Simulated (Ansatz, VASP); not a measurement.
# One calculation of Hf4Cl, two programs

```
CELL_PARAMETERS angstrom
5.71376 0.00000 0.00000
-2.85688 4.94827 0.00000
0.00000 0.00000 4.52699
ATOMIC_POSITIONS crystal
Hf 0.50000 0.00000 0.00000
Hf 0.00000 0.50000 0.00000
Hf 0.50000 0.50000 0.00000
Hf 0.00000 0.00000 0.50000
Cl 0.00000 0.00000 0.00000
```

Alike in both runs: functional PBE; k mesh 6 × 6 × 4; occupations gaussian, width 0.1 eV; no spin polarisation.

Ansatz relaxed the structure, and its values are those at the end. VASP's run is a single point on that final structure, the one shown.

|  | VASP | Ansatz |
| --- | --- | --- |
| version | VASP 6.6.1 | Ansatz 0.2.0 |
| potentials or method | VASP PAW PBE potentials, release 64 (Hf_pv, Cl), cutoff 520 eV | scalar-relativistic, plane waves, PAW |
| valence electrons in the cell | 47 | 111 |

Ansatz gave:

- gap on the k mesh at the Fermi level (eV): none
- pressure (GPa): 0.1

Estimate VASP's values.

gap on the k mesh at the Fermi level (eV): none; pressure (GPa): -0.2.

A gap of «none» marks a metal or a gap that the smearing closes. VASP's potentials hold 47 valence electrons a cell and Ansatz's 111, so a difference there can come from the potentials and not from the codes.

Neither program's run includes spin-orbit coupling.
